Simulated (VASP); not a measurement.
# SbO6 in VASP: notebook

Runs on SbO6. Level: PBE. Tasks: single point, relaxation of cell and atoms.

All numbers are computed with VASP 6.6.1; they aren't measurements. Logs are shortened: lines on timing, memory, paths and dates and some standing lists are left out, and cuts for length are marked.

## (1) The cell of the first run

Symmetry: Im-3m, No. 229, cubic system. The conventional cell has a = 5.839 Å, b = 5.839 Å, c = 5.839 Å, α = 90.00°, β = 90.00°, γ = 90.00°. Within 3.0 Å of Sb (site symmetry m-3m) lie 6 O at 2.27 Å. Within 1.7 Å of O (site symmetry 4mm) lie 1 O at 1.31 Å.

## (2) Single point, PBE

Contents of INCAR:

```
  ALGO = Normal
  EDIFF = 1E-6
  ENCUT = 520
  GGA = PE
  ISIF = 2
  ISMEAR = 0
  LASPH = True
  LCHARG = False
  LREAL = False
  LWAVE = False
  NBANDS = 30
  NELM = 100
  PREC = Accurate
  SIGMA = 0.1
```

Contents of KPOINTS:

```
k-points
0
Gamma
  10 10 10
```

Contents of POSCAR:

```
SbO6
1.0
   -2.9195786588      2.9195786588      2.9195786588
    2.9195786588     -2.9195786588      2.9195786588
    2.9195786588      2.9195786588     -2.9195786588
Sb O
1 6
Direct
    0.0000000000      0.0000000000      0.0000000000
    0.0000000000      0.6118510263      0.6118510263
    0.0000000000      0.3881489737      0.3881489737
    0.6118510263      0.6118510263      0.0000000000
    0.3881489737      0.3881489737      0.0000000000
    0.6118510263      0.0000000000      0.6118510263
    0.3881489737      0.0000000000      0.3881489737
```

Potentials or basis: VASP PAW PBE potentials, release 64 (Sb, O).

On the command line:

```console
$ cat potpaw_PBE.64/Sb/POTCAR potpaw_PBE.64/O/POTCAR > POTCAR
$ mpirun -np 1 vasp_std > vasp.out
```

OUTCAR:

```text
EDIFF = 1E-6
   ENCUT = 520
   GGA = PE
   ISIF = 2
   ISMEAR = 0
   LASPH = True
   LREAL = False
   NELM = 100
   PREC = Accurate

 ion  position               nearest neighbor table
   1  0.000  0.000  0.000-   2 2.27   3 2.27   4 2.27   5 2.27   6 2.27   7 2.27
   2  0.000  0.612  0.612-   3 1.31   1 2.27
   3  0.000  0.388  0.388-   2 1.31   1 2.27
   4  0.612  0.612  0.000-   5 1.31   1 2.27
   5  0.388  0.388  0.000-   4 1.31   1 2.27
   6  0.612  0.000  0.612-   7 1.31   1 2.27
   7  0.388  0.000  0.388-   6 1.31   1 2.27

  LATTYP: Found a body centered cubic cell.
 ALAT       =     5.8391573176

  Lattice vectors:

 A1 = (  -2.9195786588,   2.9195786588,   2.9195786588)
 A2 = (   2.9195786588,  -2.9195786588,   2.9195786588)
 A3 = (   2.9195786588,   2.9195786588,  -2.9195786588)

Analysis of symmetry for initial positions (statically):
=====================================================================
 Subroutine PRICEL returns:
 Original cell was already a primitive cell.

 Routine SETGRP: Setting up the symmetry group for a
 body centered cubic supercell.

 Subroutine GETGRP returns: Found 48 space group operations
 (whereof 48 operations were pure point group operations)
 out of a pool of 48 trial point group operations.

The static configuration has the point symmetry O_h .

Analysis of symmetry for dynamics (positions and initial velocities):
=====================================================================
 Subroutine PRICEL returns:
 Original cell was already a primitive cell.

 Routine SETGRP: Setting up the symmetry group for a
 body centered cubic supercell.

 Subroutine GETGRP returns: Found 48 space group operations
 (whereof 48 operations were pure point group operations)
 out of a pool of 48 trial point group operations.

The dynamic configuration has the point symmetry O_h .

 Subroutine INISYM returns: Found 48 space group operations
 (whereof 48 operations are pure point group operations),
 and found     1 'primitive' translations

----------------------------------------------------------------------------------------

                                     Primitive cell

  volume of cell :      99.5452

  direct lattice vectors                    reciprocal lattice vectors
    -2.919578659  2.919578659  2.919578659     0.000000000  0.171257588  0.171257588
     2.919578659 -2.919578659  2.919578659     0.171257588  0.000000000  0.171257588
     2.919578659  2.919578659 -2.919578659     0.171257588  0.171257588  0.000000000

  length of vectors
     5.056858574  5.056858574  5.056858574     0.242194804  0.242194804  0.242194804

  position of ions in fractional coordinates (direct lattice)
     0.000000000  0.000000000  0.000000000
     0.000000000  0.611851026  0.611851026
     0.000000000  0.388148974  0.388148974
     0.611851026  0.611851026  0.000000000
     0.388148974  0.388148974  0.000000000
     0.611851026  0.000000000  0.611851026
     0.388148974  0.000000000  0.388148974

  ion indices of the primitive-cell ions
   primitive index   ion index
                 1           1
                 2           2
                 3           3
                 4           4
                 5           5
                 6           6
                 7           7

----------------------------------------------------------------------------------------

 KPOINTS: k-points

Automatic generation of k-mesh.
 Grid dimensions read from file:
 generate k-points for:   10   10   10

 Generating k-lattice:

  Cartesian coordinates                     Fractional coordinates (reciprocal lattice)
     0.000000000  0.017125759  0.017125759     0.100000000  0.000000000  0.000000000
     0.017125759  0.000000000  0.017125759     0.000000000  0.100000000  0.000000000
     0.017125759  0.017125759  0.000000000     0.000000000  0.000000000  0.100000000

  Length of vectors
     0.024219480  0.024219480  0.024219480

  Shift w.r.t. Gamma in fractional coordinates (k-lattice)
     0.000000000  0.000000000  0.000000000

[... 54 lines left out ...]
      1     -22.1745      2.00000
      2     -21.8084      2.00000
      3     -21.8050      2.00000
      4     -13.0201      2.00000
      5     -12.9364      2.00000
      6     -12.8991      2.00000
[... 22 lines left out ...]
     29      11.7310      0.00000
     30      11.8791      0.00000

 k-point     3 :       0.2000    0.0000    0.0000
  band No.  band energies     occupation
      1     -22.1444      2.00000
      2     -21.8297      2.00000
      3     -21.8147      2.00000
      4     -13.2175      2.00000
      5     -12.9404      2.00000
      6     -12.8027      2.00000
[... 22 lines left out ...]
     29      11.6222      0.00000
     30      11.8060      0.00000

 k-point     4 :       0.3000    0.0000    0.0000
  band No.  band energies     occupation
      1     -22.0998      2.00000
      2     -21.8631      2.00000
      3     -21.8263      2.00000
      4     -13.4255      2.00000
      5     -12.9451      2.00000
      6     -12.6773      2.00000
[... 22 lines left out ...]
     29      11.5458      0.00000
     30      11.7170      0.00000

 k-point     5 :       0.4000    0.0000    0.0000
  band No.  band energies     occupation
      1     -22.0496      2.00000
      2     -21.9041      2.00000
      3     -21.8358      2.00000
      4     -13.5737      2.00000
      5     -12.9489      2.00000
      6     -12.5701      2.00000
[... 22 lines left out ...]
     29      11.5007      0.00000
     30      11.6575      0.00000
[... 526 lines left out ...]
     29      11.3417      0.00000
     30      11.5029      0.00000

 k-point    22 :      -0.2000    0.2000    0.1000
  band No.  band energies     occupation
      1     -22.1353      2.00000
      2     -21.8402      2.00000
      3     -21.8126      2.00000
      4     -13.1856      2.00000
      5     -12.9419      2.00000
      6     -12.8612      2.00000
[... 22 lines left out ...]
     29      11.4984      0.00000
     30      11.9808      0.00000

 k-point    23 :       0.3000    0.3000    0.1000
  band No.  band energies     occupation
      1     -21.9544      2.00000
      2     -21.9544      2.00000
      3     -21.8822      2.00000
      4     -13.9164      2.00000
      5     -12.5723      2.00000
      6     -12.5723      2.00000
[... 22 lines left out ...]
     29      11.4056      0.00000
     30      11.5183      0.00000

 k-point    24 :      -0.3000    0.3000    0.1000
  band No.  band energies     occupation
      1     -22.0926      2.00000
      2     -21.8721      2.00000
      3     -21.8242      2.00000
      4     -13.3823      2.00000
      5     -12.9469      2.00000
      6     -12.7321      2.00000
[... 22 lines left out ...]
     29      11.4041      0.00000
     30      11.9319      0.00000

 [... further k-points ...]
[... 5 lines left out ...]
  --------------------------------------------------------------------------------------
  -------------------------------------------------------------------------------------
  Total        0.1082440      0.1082440      0.1082440      0.0000000      0.0000000     -0.0000000
  in kB        1.7421828      1.7421828      1.7421828      0.0000000      0.0000000     -0.0000000
  external PRESSURE =       1.7421828 kB  Pullay stress =       0.0000000 kB

 VOLUME and BASIS-vectors are now :
 -----------------------------------------------------------------------------
  energy-cutoff  :      520.00
  volume of cell :       99.55
      direct lattice vectors                 reciprocal lattice vectors
    -2.919578659  2.919578659  2.919578659     0.000000000  0.171257588  0.171257588
     2.919578659 -2.919578659  2.919578659     0.171257588  0.000000000  0.171257588
     2.919578659  2.919578659 -2.919578659     0.171257588  0.171257588  0.000000000

 POSITION                                       TOTAL-FORCE (eV/Angst)
 -----------------------------------------------------------------------------------
      0.00000      0.00000      0.00000        -0.000000      0.000000      0.000000
      3.57269      0.00000      0.00000         0.509548      0.000000      0.000000
      2.26646      0.00000      0.00000        -0.509548      0.000000      0.000000
      0.00000      0.00000      3.57269         0.000000      0.000000      0.509548
      0.00000      0.00000      2.26646        -0.000000     -0.000000     -0.509548
      0.00000      3.57269      0.00000        -0.000000      0.509548      0.000000
      0.00000      2.26646      0.00000        -0.000000     -0.509548      0.000000
 -----------------------------------------------------------------------------------
    total drift:                               -0.000000      0.000000      0.000000

  FREE ENERGIE OF THE ION-ELECTRON SYSTEM (eV)
  ---------------------------------------------------
  free  energy   TOTEN  =       -31.5254041904 eV

  energy  without entropy=      -31.4586604465  energy(sigma->0) =      -31.49203232
```

Wall time 1.8 min (1 thread of Intel Xeon Platinum 8259CL at 2.50GHz (Skylake/Cascade Lake), shared host); peak memory 0.3 GiB.

Results:

| Quantity | Value |
| --- | --- |
| Free energy | -31.5254 eV |
| Pressure | 0.2 GPa |
| Largest force | 0.510 eV/Å |

Forces in eV/Å, atoms in the order of the input:
```
Sb   0.000  0.000  0.000
O    0.510  0.000  0.000
O   -0.510  0.000  0.000
O    0.000  0.000  0.510
O    0.000  0.000 -0.510
O    0.000  0.510  0.000
O    0.000 -0.510  0.000
```

Levels at points of the mesh, in eV from the Fermi level:
| k point | band 17 | band 18 | band 19 | band 20 | band 21 | band 22 | band 23 | band 24 | band 25 | band 26 |
| --- | --- | --- | --- | --- | --- | --- | --- | --- | --- | --- |
| (0.00, 0.00, 0.00) | -0.92 | -0.92 | -0.92 | 0.44 | 0.44 | 0.44 | 1.59 | 1.59 | 1.59 | 6.95 |
| (0.50, 0.00, 0.00) | -1.08 | -0.40 | -0.17 | -0.17 | -0.11 | -0.01 | 2.43 | 4.41 | 4.63 | 7.15 |
| (0.50, 0.50, 0.50) | -0.50 | -0.50 | -0.50 | 0.29 | 0.29 | 0.29 | 1.45 | 1.45 | 1.45 | 9.21 |

Caveat: spin-orbit coupling is left out, which moves the levels of the heavy elements; an odd number of electrons without spin polarisation forces a metal; a magnetic or distorted state may lie lower.

## (3) Single point, PBE

Contents of INCAR:

```
PREC = Accurate
ENCUT = 520
EDIFF = 1E-7
ISMEAR = 0
SIGMA = 0.1
LREAL = F
LASPH = T
NELM = 100
ALGO = Normal
ISIF = 2
LWAVE = F
LCHARG = F
GGA = PE
NBANDS = 30
```

Contents of KPOINTS:

```
Automatic mesh
0
Gamma
  10 10 10
```

POSCAR is that of step 2.

Potentials or basis: VASP PAW PBE potentials, release 64 (Sb, O).

On the command line:

```console
$ cat potpaw_PBE.64/Sb/POTCAR potpaw_PBE.64/O/POTCAR > POTCAR
$ mpirun -np 1 vasp_std > vasp.out
```

It took 2 min on 1 thread of Intel Xeon Platinum 8259CL at 2.50GHz (Skylake/Cascade Lake), shared host; peak memory 0.3 GiB.

The run converged. Its results:

| Quantity | Value |
| --- | --- |
| Free energy | -31.5254 eV |
| Pressure | 0.2 GPa |
| Largest force | 0.510 eV/Å |

Forces in eV/Å, atoms in the order of the input:
```
Sb   0.000  0.000  0.000
O    0.510  0.000  0.000
O   -0.510  0.000  0.000
O    0.000  0.000  0.510
O    0.000  0.000 -0.510
O    0.000  0.510  0.000
O    0.000 -0.510  0.000
```

Levels at points of the mesh, in eV from the Fermi level:
```
           k point  band 18  band 19  band 20  band 21  band 22  band 23  band 24  band 25
(0.00, 0.00, 0.00)    -0.92    -0.92     0.44     0.44     0.44     1.59     1.59     1.59
(0.50, 0.00, 0.00)    -0.40    -0.17    -0.17    -0.11    -0.01     2.43     4.41     4.63
(0.50, 0.50, 0.50)    -0.50    -0.50     0.29     0.29     0.29     1.45     1.45     1.45
```

Caveat: spin-orbit coupling is left out, which moves the levels of the heavy elements; an odd number of electrons without spin polarisation forces a metal; a magnetic or distorted state may lie lower.

## (4) Relaxation of cell and atoms, PBE

Contents of INCAR:

```
ALGO     = Normal         # electronic algorithm
EDIFF    = 1E-7           # SCF threshold, eV
EDIFFG   = -0.01          # ionic threshold
ENCUT    = 600            # plane-wave cutoff, eV
GGA      = PE             # functional
IBRION   = 2              # ionic algorithm
ISIF     = 3              # what is computed and relaxed
ISMEAR   = 0              # smearing method
LASPH    = True           # aspherical terms in the spheres
LCHARG   = False          # write CHGCAR
LREAL    = False          # projectors in reciprocal space
LWAVE    = False          # write WAVECAR
NELM     = 100            # most SCF steps
NSW      = 100            # ionic steps
PREC     = Accurate       # precision mode
SIGMA    = 0.1            # smearing width, eV
```

Contents of KPOINTS:

```
k-points
0
Gamma
  10 10 10
```

Contents of POSCAR:

```
SbO6
1.0
   -2.9210741029      2.9210741029      2.9210741029
    2.9210741029     -2.9210741029      2.9210741029
    2.9210741029      2.9210741029     -2.9210741029
Sb O
1 6
Direct
    0.0000000000      0.0000000000      0.0000000000
    0.0000000000      0.6121533176      0.6121533176
    0.0000000000      0.3878466824      0.3878466824
    0.6121533176      0.6121533176      0.0000000000
    0.3878466824      0.3878466824      0.0000000000
    0.6121533176      0.0000000000      0.6121533176
    0.3878466824      0.0000000000      0.3878466824
```

On the command line:

```console
$ cat potpaw_PBE.64/Sb/POTCAR potpaw_PBE.64/O/POTCAR > POTCAR
$ mpirun -np 1 vasp_std > vasp.out
```

It took 6.1 min on 1 thread of Intel Xeon Platinum 8259CL at 2.50GHz (Skylake/Cascade Lake), shared host; peak memory 0.32 GiB.

It converged, with:

* Free energy: -31.5551 eV
* Relaxed volume: 14.01 Å³/atom
* Relaxed cell: a = 5.032 Å, b = 5.032 Å, c = 5.032 Å, α = 109.47°, β = 109.47°, γ = 109.47°
* Space group after relaxing (to 0.05 Å): Im-3m (No. 229)
* Energy gained by relaxing: 1.4 meV/atom
* Ionic steps: 5
* Pressure after relaxing: 0.0 GPa
* Largest force after relaxing: 0.003 eV/Å

Forces on the atoms (eV/Å):
```
Sb   0.000  0.000  0.000
O   -0.003  0.000  0.000
O    0.003  0.000  0.000
O    0.000  0.000 -0.003
O    0.000  0.000  0.003
O    0.000 -0.003  0.000
O    0.000  0.003  0.000
```

The path:
```
step  energy change (eV)  largest force (eV/Å)  pressure (GPa)  volume (Å³)
   1              0.0000                0.3266           -0.42        99.70
   2              0.0169                0.7411           -2.18        99.16
   3             -0.0050                0.0366           -1.03        99.53
   4             -0.0095                0.0079           -0.16        98.27
   5             -0.0096                0.0032           -0.01        98.06
```

Final structure:
```cif
data_structure
_symmetry_space_group_name_H-M 'P 1'
_symmetry_Int_Tables_number 1
_cell_length_a 5.0315
_cell_length_b 5.0315
_cell_length_c 5.0315
_cell_angle_alpha 109.471
_cell_angle_beta 109.471
_cell_angle_gamma 109.471
_cell_volume 98.06
loop_
_atom_site_label
_atom_site_type_symbol
_atom_site_fract_x
_atom_site_fract_y
_atom_site_fract_z
_atom_site_occupancy
Sb1 Sb 0.00000 0.00000 0.00000 1
O1 O 0.00000 0.61344 0.61344 1
O2 O 0.00000 0.38656 0.38656 1
O3 O 0.61344 0.61344 0.00000 1
O4 O 0.38656 0.38656 0.00000 1
O5 O 0.61344 0.00000 0.61344 1
O6 O 0.38656 0.00000 0.38656 1
```

Levels at points of the mesh, in eV from the Fermi level:
```
           k point  band 17  band 18  band 19  band 20  band 21  band 22  band 23  band 24
(0.00, 0.00, 0.00)    -0.95    -0.95    -0.95     0.45     0.45     0.45     1.68     1.68
(0.50, 0.00, 0.00)    -1.09    -0.40    -0.17    -0.17    -0.11    -0.02     2.49     4.69
(0.50, 0.50, 0.50)    -0.52    -0.52    -0.52     0.30     0.30     0.30     1.55     1.55
```

Caveat: spin-orbit coupling is left out, which moves the levels of the heavy elements; an odd number of electrons without spin polarisation forces a metal; a magnetic or distorted state may lie lower.

## (5) Single point, PBE

Contents of INCAR:

```
PREC = Accurate
ENCUT = 520
EDIFF = 1E-6
ISMEAR = 0
SIGMA = 0.1
LREAL = False
LASPH = True
NELM = 60
ALGO = Normal
ISIF = 2
LWAVE = False
LCHARG = True
GGA = PE
LELF = True
LVHAR = True
NBANDS = 30
```

Contents of KPOINTS:

```
regular mesh
0
Gamma
  4 4 4
```

Contents of POSCAR:

```
SbO6
1.0
   -2.9149729005      2.9149729005      2.9332765076
    2.9149729005     -2.9149729005      2.9332765076
    2.9149729005      2.9149729005     -2.9332765076
Sb O
1 6
Direct
    0.0000000000      0.0000000000      0.0000000000
    0.0000000000      0.6121533176      0.6121533176
    0.0000000000      0.3878466824      0.3878466824
    0.6110008549      0.6110008549      0.0000000000
    0.3889991451      0.3889991451      0.0000000000
    0.6121533176      0.0000000000      0.6121533176
    0.3878466824      0.0000000000      0.3878466824
```

On the command line:

```console
$ cat potpaw_PBE.64/Sb/POTCAR potpaw_PBE.64/O/POTCAR > POTCAR
$ mpirun -np 1 vasp_std > vasp.out
```

Wall time 55 s (1 thread of Intel Xeon Platinum 8488C (Sapphire Rapids), shared host); peak memory 0.24 GiB.

Results (log left out):

* Free energy: -31.5231 eV
* Pressure: 0.1 GPa
* Largest force: 0.529 eV/Å

Forces on the atoms (eV/Å):
```
Sb   0.000  0.000  0.000
O    0.507  0.000  0.000
O   -0.507  0.000  0.000
O    0.000  0.000  0.529
O    0.000  0.000 -0.529
O    0.000  0.507  0.000
O    0.000 -0.507  0.000
```

Stress tensor (GPa, compression positive):
```
0.07 0.00 0.00
0.00 0.07 0.00
0.00 0.00 0.19
```

Levels at points of the mesh, in eV from the Fermi level:
| k point | band 18 | band 19 | band 20 | band 21 | band 22 | band 23 | band 24 | band 25 |
| --- | --- | --- | --- | --- | --- | --- | --- | --- |
| (0.00, 0.00, 0.00) | -0.91 | -0.91 | 0.43 | 0.43 | 0.44 | 1.56 | 1.59 | 1.59 |
| (0.50, 0.00, 0.00) | -0.40 | -0.18 | -0.16 | -0.11 | -0.01 | 2.42 | 4.34 | 4.60 |
| (0.50, 0.50, 0.00) | -0.40 | -0.17 | -0.16 | -0.10 | -0.01 | 2.43 | 4.44 | 4.67 |
| (0.50, 0.50, 0.50) | -0.49 | -0.49 | 0.29 | 0.29 | 0.30 | 1.42 | 1.45 | 1.45 |

Caveat: the k points lie up to 0.38 Å⁻¹ apart; spin-orbit coupling is left out, which moves the levels of the heavy elements; an odd number of electrons without spin polarisation forces a metal; a magnetic or distorted state may lie lower.

## (6) Overview

| task | cell | k mesh | cutoff (eV) | gap on the mesh (eV) | pressure (GPa) | largest force (eV/Å) |
| --- | --- | --- | --- | --- | --- | --- |
| single point | a = 5.057 Å, angles 109.5°, 7 atoms | 10 × 10 × 10 | 520 | none | 0.2 | 0.51 |
| relaxation of cell and atoms | relaxed from a = 5.059 Å, angles 109.5°, 7 atoms | 10 × 10 × 10 | 600 | none | 0.0 | - |
| single point | a = 5.059 Å, angles 109.6, 109.6, 109.1°, 7 atoms | 4 × 4 × 4 | 520 | none | 0.1 | 0.53 |

Alike in all rows: level PBE; potentials or basis VASP PAW PBE potentials, release 64 (Sb, O); no spin polarisation; smearing gaussian 0.1 eV.

Caveats: some runs use coarse meshes; spin-orbit coupling is left out, which moves the levels of the heavy elements; an odd number of electrons without spin polarisation forces a metal; a magnetic or distorted state may lie lower.

Absolute energies hang on the potentials; compare differences alone.
